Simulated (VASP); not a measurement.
## W: single point with PBE

W:

```
W
1.0
    -1.51744    1.51744    1.55737
     1.51744   -1.51744    1.55737
     1.51744    1.51744   -1.55737
W
1
Direct
  0.00000 0.00000 0.00000
```

This cell differs from its parent crystal: strain -0.050 along x and y, -0.025 along z.

| Property | Result |
| --- | --- |
| Program | VASP 6.6.1 |
| Task | single point |
| Functional | PBE |
| Potentials or basis | VASP PAW PBE potentials, release 64 (W_sv) |
| Cutoff | 520 eV |
| k mesh | 20 × 20 × 20 |
| Occupations | fermi-dirac, width 0.4 eV |
| Spin | no spin polarisation |

```
Pressure               : 47.6 GPa
Band gap on the k mesh : zero (band 7 reaches 18.81 eV, above the bottom of band 8 at 11.76 eV)
```

Stress tensor (GPa, compression positive):
```
50.67  0.00  0.00
 0.00 50.67  0.00
 0.00  0.00 41.31
```

Levels at points of the mesh, in eV from the Fermi level:
```
           k point  band 4  band 5  band 6  band 7  band 8  band 9  band 10  band 11
(0.00, 0.00, 0.00)  -37.38  -10.13   -1.47   -1.47   -1.09    2.28     2.81    14.43
(0.50, 0.00, 0.00)  -37.39   -6.90   -3.89    1.07    2.29    3.62     7.13    11.81
(0.50, 0.50, 0.00)  -37.42   -6.92   -4.29    1.30    2.88    3.82     7.23    11.75
(0.50, 0.50, 0.50)  -38.57   -6.69   -6.60    5.91    6.04    6.04     8.70     9.41
```

It took 100 s on 1 thread of Intel(R) Xeon(R) Platinum 8175M CPU @ 2.50GHz (Skylake/Cascade Lake) (shared host), peak memory 0.22 GiB.

Caveat: the cell differs from its parent crystal (strain -0.050 along x and y, -0.025 along z); spin-orbit coupling is left out, which moves the levels of the heavy elements.
